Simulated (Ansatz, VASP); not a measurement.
**Se in VASP and in Ansatz**

Contents of INCAR:

```
SYSTEM = Se
PREC = Accurate
ENCUT = 520
EDIFF = 1E-6
ISMEAR = -1
SIGMA = 0.01
LREAL = .FALSE.
LASPH = .TRUE.
NELM = 150
ALGO = Normal
ISIF = 2
LWAVE = .FALSE.
LCHARG = .FALSE.
ISPIN = 2
MAGMOM = 2
LORBIT = 11
GGA = CA
NBANDS = 13
ISYM = 0
```

Contents of KPOINTS:

```
regular mesh
0
G
  1 1 1
  0 0 0
```

POSCAR

```
Se
1.0
   14.0000000000      0.0000000000      0.0000000000
    0.0000000000     14.4000000000      0.0000000000
    0.0000000000      0.0000000000     14.8000000000
Se
1
Direct
    0.5000000000      0.5000000000      0.5000000000
```

Input for Ansatz:

```yaml
crystal:
  lattice:
    - [14.0, 0.0, 0.0]
    - [0.0, 14.4, 0.0]
    - [0.0, 0.0, 14.8]
  atoms:
    - { symbol: Se, position: [0.5, 0.5, 0.5], spin: 2.0 }
  symmetry: { detect: false, time_reversal: true }
hamiltonian:
  xc: lda
  pseudopotentials:
    kind: paw
    azcp:
      Se: "pseudopotentials/Se.paw.azcp"
basis:
  ecutwfc: 420
  fft_grid_basis: typed
kpoints:
  mp_grid: { grid: [1, 1, 1], shift: [0, 0, 0] }
magnetization:
  spin_polarized: true
scf:
  occupations: { method: fermi_dirac, width: 0.01 }
```

Alike in both runs: task single point; functional LDA; k mesh 1 × 1 × 1; occupations fermi-dirac, width 0.01 eV; collinear spin.

|  | VASP | Ansatz |
| --- | --- | --- |
| version | VASP 6.6.1 | Ansatz 0.2.0 |
| potentials or method | VASP PAW LDA potentials, release 64 (Se), cutoff 520 eV | plane waves (420 eV) with PAW, scalar-relativistic |
| valence electrons in the cell | 6 | 16 |

```csv
,VASP,Ansatz,Ansatz less VASP
net moment per atom (μB),2.00,2.00,0.000
size of the moment on the site where the two differ most (μB),1.09,2.00,+0.906
```

Ansatz warns that its potentials were made for another functional, while VASP's fit it. LDA's correlation is that of Perdew and Zunger in VASP and of Perdew and Wang (1992) in Ansatz. Site moments also hang on the region over which each program counts them. VASP's potentials hold 6 valence electrons a cell and Ansatz's 16, so a difference there can come from the potentials and not from the codes. Ansatz's warnings: open shared shell at semilocal close.
